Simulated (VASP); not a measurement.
# SnTeS4 (P-3m1) in VASP: further runs, part 2 of 2

VASP 6.6.1.

**4. Relaxation of cell and atoms, PBE**

This run uses another cell than the first one, of 26.86 Å³/atom.

INCAR

```
SYSTEM = SnTeS4
ALGO     = Normal         ! electronic algorithm
EDIFF    = 1E-6           ! SCF threshold, eV
EDIFFG   = -0.01          ! ionic threshold
ENCUT    = 600            ! plane-wave cutoff, eV
GGA      = PE             ! functional
IBRION   = 2              ! ionic algorithm
ISIF     = 3              ! what is computed and relaxed
ISMEAR   = 0              ! smearing method
LASPH    = .TRUE.         ! aspherical terms in the spheres
LCHARG   = .FALSE.        ! write CHGCAR
LREAL    = .FALSE.        ! projectors in reciprocal space
LWAVE    = .FALSE.        ! write WAVECAR
NELM     = 80             ! most SCF steps
NSW      = 100            ! ionic steps
PREC     = Accurate       ! precision mode
SIGMA    = 0.02           ! smearing width, eV
```

KPOINTS

```
k-points
0
G
  12 12 2
  0 0 0
```

POSCAR

```
SnTeS4
1.0
    3.7687509401      0.0000000000      0.0000000000
   -1.8843754700      3.2638340547      0.0000000000
    0.0000000000      0.0000000000     13.1031694332
Sn Te S
1 1 4
Direct
    0.0000000000      0.0000000000      0.5000000000
    0.0000000000      0.0000000000      0.0000000000
    0.6666666667      0.3333333333      0.8795706304
    0.6666666667      0.3333333333      0.3891621799
    0.3333333333      0.6666666667      0.6108378201
    0.3333333333      0.6666666667      0.1204293696
```

Potentials or basis: VASP PAW PBE potentials, release 64 (Sn_d, Te, S).

Run with:

```sh
> cat potpaw_PBE.64/Sn_d/POTCAR potpaw_PBE.64/Te/POTCAR potpaw_PBE.64/S/POTCAR > POTCAR
> mpirun -np 1 vasp_std > vasp.out
```

OUTCAR:

```text
SYSTEM = SnTeS4
   EDIFF = 1E-6
   EDIFFG = -0.01
   ENCUT = 600
   GGA = PE
   IBRION = 2
   ISIF = 3
   ISMEAR = 0
   LASPH = .TRUE.
   LREAL = .FALSE.
   NELM = 80
   NSW = 100
   PREC = Accurate

 ion  position               nearest neighbor table
   1  0.000  0.000  0.500-   4 2.62   5 2.62   4 2.62   5 2.62   4 2.62   5 2.62
   2  0.000  0.000  0.000-   3 2.69   6 2.69   3 2.69   6 2.69   3 2.69   6 2.69
   3  0.667  0.333  0.880-   2 2.69   2 2.69   2 2.69
   4  0.667  0.333  0.389-   1 2.62   1 2.62   1 2.62
   5  0.333  0.667  0.611-   1 2.62   1 2.62   1 2.62
   6  0.333  0.667  0.120-   2 2.69   2 2.69   2 2.69

  LATTYP: Found a hexagonal cell.
 ALAT       =     3.7687509401
 C/A-ratio  =     3.4767936755

  Lattice vectors:

 A1 = (   3.7687509401,   0.0000000000,   0.0000000000)
 A2 = (  -1.8843754700,   3.2638340547,   0.0000000000)
 A3 = (   0.0000000000,   0.0000000000,  13.1031694332)

Analysis of symmetry for initial positions (statically):
=====================================================================
 Subroutine PRICEL returns:
 Original cell was already a primitive cell.

 Routine SETGRP: Setting up the symmetry group for a
 hexagonal supercell.

 Subroutine GETGRP returns: Found 12 space group operations
 (whereof 12 operations were pure point group operations)
 out of a pool of 24 trial point group operations.

The static configuration has the point symmetry D_3d.

Analysis of symmetry for dynamics (positions and initial velocities):
=====================================================================
 Subroutine PRICEL returns:
 Original cell was already a primitive cell.

 Routine SETGRP: Setting up the symmetry group for a
 hexagonal supercell.

 Subroutine GETGRP returns: Found 12 space group operations
 (whereof 12 operations were pure point group operations)
 out of a pool of 24 trial point group operations.

The dynamic configuration has the point symmetry D_3d.

 Subroutine INISYM returns: Found 12 space group operations
 (whereof 12 operations are pure point group operations),
 and found     1 'primitive' translations

----------------------------------------------------------------------------------------

                                     Primitive cell

  volume of cell :     161.1766

  direct lattice vectors                    reciprocal lattice vectors
     3.768750940  0.000000000  0.000000000     0.265339901  0.153194063  0.000000000
    -1.884375470  3.263834055  0.000000000     0.000000000  0.306388126  0.000000000
     0.000000000  0.000000000 13.103169433     0.000000000  0.000000000  0.076317414

  length of vectors
     3.768750940  3.768750940 13.103169433     0.306388126  0.306388126  0.076317414

  position of ions in fractional coordinates (direct lattice)
     0.000000000  0.000000000  0.500000000
     0.000000000  0.000000000  0.000000000
     0.666666667  0.333333333  0.879570630
     0.666666667  0.333333333  0.389162180
     0.333333333  0.666666667  0.610837820
     0.333333333  0.666666667  0.120429370

  ion indices of the primitive-cell ions
   primitive index   ion index
                 1           1
[... 67 lines left out ...]
 SYSTEM =  SnTeS4
   PREC   = accura    normal or accurate (medium, high low for compatibility)
   ISTART =      0    job   : 0-new  1-cont  2-samecut
   ICHARG =      2    charge: 1-file 2-atom 10-const
   ISPIN  =      1    spin polarized calculation?
   LNONCOLLINEAR =      F non collinear calculations
   LSORBIT =      F    spin-orbit coupling
   LASPH  =      T    aspherical Exc in radial PAW
   ENCUT  =  600.0 eV  44.10 Ry    6.64 a.u.   7.53  7.53 26.17*2*pi/ulx,y,z
   NELM   =     80;   NELMIN=  2; NELMDL= -5     # of ELM steps
   EDIFF  = 0.1E-05   stopping-criterion for ELM
   LREAL  =      F    real-space projection
   EDIFFG = -.1E-01   stopping-criterion for IOM
   NSW    =    100    number of steps for IOM
   IBRION =      2    ionic relax: 0-MD 1-quasi-New 2-CG
   NFREE  =      1    steps in history (QN), initial steepest desc. (CG)
   ISIF   =      3    stress and relaxation
   ISYM   =      2    0-nonsym 1-usesym 2-fastsym
   POTIM  = 0.5000    time-step for ionic-motion
   TEBEG  =    0.0;   TEEND  =   0.0 temperature during run
   PSTRESS=    0.0 pullay stress
   NELECT =      44.0000    total number of electrons
   NUPDOWN=      -1.0000    fix difference up-down
   EMIN   =  10.00;   EMAX   =-10.00  energy-range for DOS
   EFERMI =   0.00;   METHOD = LEGACY
   ISMEAR =     0;   SIGMA  =   0.02  broadening in eV -4-tet -1-fermi 0-gaus
   EFERMI_NEDOS =   21; number of points for ismear=-14 and -15
   IALGO  =     38    algorithm
   IMIX   =      4    mixing-type and parameters
     AMIX     =   0.40;   BMIX     =  1.00
     AMIX_MAG =   1.60;   BMIX_MAG =  1.00
  volume/ion in A,a.u.               =      26.86       181.28
  Fermi-wavevector in a.u.,A,eV,Ry     =   1.062001  2.006892 15.345291  1.127847
  Thomas-Fermi vector in A             =   2.197437
   LORBIT       =      0    0 simple, 1 ext, 2 COOP (PROOUT), +10 PAW based schemes
   GGA     = PE    functional components
   LHFCALC =     F    Hartree Fock is set to
   AEXX    =    0.0000 exact exchange contribution
   IVDW    =     0    specifies the selected vdW correction
   LEPSILON=     F    determine dielectric tensor
   LRPA    =     F    only Hartree local field effects (RPA)
 conjugate gradient relaxation of ions
 non-spin polarized calculation
 Gauss-broadening in eV      SIGMA  =   0.02
  energy-cutoff  :      600.00
  volume of cell :      161.18
 maximum number of plane-waves:      5418
   NGX = 15   NGY = 15   NGZ = 53

--------------------------------------- Ionic step        1  -------------------------------------------

 number of electron      44.0000005 magnetization

 Free energy of the ion-electron system (eV)
  ---------------------------------------------------
  ext. energy  EPLUGINS =         0.00000000
  ---------------------------------------------------
  free energy    TOTEN  =       -24.30876398 eV

  energy without entropy =      -24.30876398  energy(sigma->0) =      -24.30876398

------------------------ aborting loop because EDIFF is reached ----------------------------------------

  FORCE on cell =-STRESS in cart. coord.  units (eV):
  Direction    XX          YY          ZZ          XY          YZ          ZX
  --------------------------------------------------------------------------------------
  -------------------------------------------------------------------------------------
  Total       -0.2790205     -0.2790205     -0.0362696     -0.0000000      0.0000000      0.0000000
  in kB       -2.7736065     -2.7736065     -0.3605382     -0.0000000      0.0000000      0.0000000
  external PRESSURE =      -1.9692504 kB  Pullay stress =       0.0000000 kB
[... 101 lines left out ...]
  FREE ENERGIE OF THE ION-ELECTRON SYSTEM (eV)
  ---------------------------------------------------
  free  energy   TOTEN  =       -24.3096201022 eV

  energy  without entropy=      -24.3096201022  energy(sigma->0) =      -24.30962010

[... ionic steps 4 to 12 ...]

--------------------------------------- Ionic step       13  -------------------------------------------

 number of electron      44.0000007 magnetization

------------------------ aborting loop because EDIFF is reached ----------------------------------------
[... 75 lines left out ...]
--------------------------------------- Ionic step       15  -------------------------------------------

 number of electron      44.0000009 magnetization

 Free energy of the ion-electron system (eV)
  ---------------------------------------------------
  ext. energy  EPLUGINS =         0.00000000
  ---------------------------------------------------
  free energy    TOTEN  =       -24.31347135 eV

  energy without entropy =      -24.31347135  energy(sigma->0) =      -24.31347135

 E-fermi :   3.5200     XC(G=0):  -8.4614

 val. band max:        3.3702453489   @ k =   0.0833   0.0833   0.5000
 cond. band min:       4.0110224898   @ k =   0.5000  -0.0000   0.5000
 fundamental gap:      0.6407771409
 Fermi energy:         3.5200057052

 k-point     1 :       0.0000    0.0000    0.0000
  band No.  band energies     occupation
      1     -18.2424      2.00000
      2     -18.2424      2.00000
      3     -18.2200      2.00000
      4     -18.1952      2.00000
      5     -18.1952      2.00000
      6     -11.7594      2.00000
[... 685 lines left out ...]
     25       6.0980      0.00000
     26       6.5670      0.00000

 [... further k-points ...]

------------------------ aborting loop because EDIFF is reached ----------------------------------------

  FORCE on cell =-STRESS in cart. coord.  units (eV):
  Direction    XX          YY          ZZ          XY          YZ          ZX
  --------------------------------------------------------------------------------------
  -------------------------------------------------------------------------------------
  Total       -0.0038761     -0.0038761      0.0130012     -0.0000000     -0.0000000      0.0000000
  in kB       -0.0369601     -0.0369601      0.1239714     -0.0000000     -0.0000000      0.0000000
  external PRESSURE =       0.0166837 kB  Pullay stress =       0.0000000 kB
[... 21 lines left out ...]
  FREE ENERGIE OF THE ION-ELECTRON SYSTEM (eV)
  ---------------------------------------------------
  free  energy   TOTEN  =       -24.3134713462 eV

  energy  without entropy=      -24.3134713462  energy(sigma->0) =      -24.31347135

 reached required accuracy - stopping structural energy minimisation
```

Wall time 27 min (1 thread of Oxide Virtual Turin-like, shared host); peak memory 0.41 GiB.

What came out:

```
Free energy                           : -24.3135 eV
Relaxed volume                        : 28.00 Å³/atom
Relaxed cell                          : a = 3.761 Å, b = 3.761 Å, c = 13.718 Å, α = 90.00°, β = 90.00°, γ = 120.00°
Space group after relaxing (to 0.1 Å) : P-3m1 (No. 164)
Energy gained by relaxing             : 0.8 meV/atom
Ionic steps                           : 15
Pressure after relaxing               : 0.0 GPa
Largest force after relaxing          : 0.008 eV/Å
Band gap on the k mesh                : 0.64 eV (least direct gap 1.29 eV)
```

Forces on the atoms (eV/Å):
```
Sn   0.000  0.000  0.000
Te   0.000  0.000  0.000
S    0.000  0.000  0.006
S    0.000  0.000 -0.008
S    0.000  0.000  0.008
S    0.000  0.000 -0.006
```

Step by step:
| step | energy change (eV) | largest force (eV/Å) | pressure (GPa) | volume (Å³) |
| --- | --- | --- | --- | --- |
| 1 | 0.0000 | 0.0854 | -0.20 | 161.18 |
| 2 | -0.0008 | 0.0417 | 0.18 | 160.41 |
| 3 | -0.0009 | 0.0383 | 0.10 | 160.53 |
| 4 | -0.0013 | 0.0238 | 0.06 | 160.70 |
| 5 | -0.0014 | 0.0314 | 0.02 | 160.84 |
| 6 | -0.0015 | 0.0309 | 0.02 | 160.99 |
| 7 | -0.0019 | 0.0304 | 0.01 | 161.43 |
| 8 | -0.0023 | 0.0294 | 0.00 | 162.32 |
| 9 | -0.0025 | 0.0270 | 0.00 | 162.44 |
| 10 | -0.0029 | 0.0217 | 0.00 | 162.78 |
| 11 | -0.0035 | 0.0139 | 0.00 | 163.48 |
| 12 | -0.0042 | 0.0302 | 0.01 | 164.86 |
| 13 | -0.0042 | 0.0398 | 0.02 | 165.29 |
| 14 | -0.0044 | 0.0324 | 0.01 | 165.98 |
| 15 | -0.0047 | 0.0082 | 0.00 | 168.02 |

Final structure:
```yaml
crystal:
  lattice:
    - [3.76074, 0.00000, 0.00000]
    - [-1.88037, 3.25690, 0.00000]
    - [0.00000, 0.00000, 13.71807]
  atoms:
    - { symbol: Sn, position: [0.00000, 0.00000, 0.50000] }
    - { symbol: Te, position: [0.00000, 0.00000, 0.00000] }
    - { symbol: S, position: [0.66667, 0.33333, 0.88535] }
    - { symbol: S, position: [0.66667, 0.33333, 0.39380] }
    - { symbol: S, position: [0.33333, 0.66667, 0.60620] }
    - { symbol: S, position: [0.33333, 0.66667, 0.11465] }
```

Caveat: semilocal functionals underestimate gaps, and a narrow one can read as zero; spin-orbit coupling is left out, which moves the levels of the heavy elements; this functional lacks dispersion, which binds layers or chains, so the pressure and a relaxed spacing across them are unreliable. A k mesh can miss the band edges.
